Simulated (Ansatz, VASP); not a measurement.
# NaH: VASP beside Ansatz

```
Na H
1.0
     0.00000    2.34554    2.34554
     2.34554    0.00000    2.34554
     2.34554    2.34554    0.00000
Na H
1 1
Direct
  0.00000 0.00000 0.00000
  0.50000 0.50000 0.50000
```

Alike in both runs: functional LDA; k mesh 12 × 12 × 12; occupations fermi-dirac, width 0.1 eV; no spin polarisation.

Ansatz relaxed the structure, and its values are those at the end. VASP's run is a single point on that final structure, the one shown.

```csv
,VASP,Ansatz
version,VASP 6.6.1,Ansatz 0.2.0
potentials or method,"VASP PAW LDA potentials, release 64 (Na_pv, H)","PAW with Ansatz's default frozen-core files, scalar-relativistic"
plane-wave cutoff (eV),520,420
valence electrons in the cell,8,10
```

|  | VASP | Ansatz | Ansatz less VASP |
| --- | --- | --- | --- |
| pressure (GPa) | -0.1 | 0.0 | +0.05 |

LDA's correlation is that of Perdew and Zunger in VASP and of Perdew and Wang (1992) in Ansatz. VASP's potentials hold 8 valence electrons a cell and Ansatz's 10, so a difference there can come from the potentials and not from the codes.
